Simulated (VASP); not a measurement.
A run of VASP 6.6.1 is set up as follows.

Contents of INCAR:

```
ALGO     = Normal         # electronic algorithm
EDIFF    = 1E-6           # SCF threshold, eV
ENCUT    = 500            # plane-wave cutoff, eV
GGA      = PS             # functional
GGA_COMPAT= F            
ISIF     = 2              # what is computed and relaxed
ISMEAR   = -1             # smearing method
LASPH    = T              # aspherical terms in the spheres
LCHARG   = F              # write CHGCAR
LREAL    = F              # projectors in reciprocal space
LWAVE    = F              # write WAVECAR
NBANDS   = 15             # bands
NELM     = 120            # most SCF steps
PREC     = Accurate       # precision mode
SIGMA    = 0.05           # smearing width, eV
```

File KPOINTS:

```
k-points
0
Gamma
  7 7 7
```

POSCAR

```
KCl
1.0
    0.0000000000      2.7319431407      2.7319431407
    2.7319431407      0.0000000000      2.7319431407
    2.7319431407      2.7319431407      0.0000000000
K Cl
1 1
Direct
    0.0000000000      0.0000000000      0.0000000000
    0.5000000000      0.5000000000      0.5000000000
```

Potentials or basis: VASP PAW PBE potentials, release 64 (K_sv, Cl).

Command:

```console
$ cat potpaw_PBE.64/K_sv/POTCAR potpaw_PBE.64/Cl/POTCAR > POTCAR
$ mpirun -np 1 vasp_std > vasp.out
```

(1) What does it give for the band gap on the k mesh?

(2) What does it give for the pressure?

Answers

(1) 5.53 eV, indirect (least direct gap 5.77 eV).

(2) 20.4 GPa.

Caveat: the PAW data sets were made with another functional, which shifts forces and pressure a little.
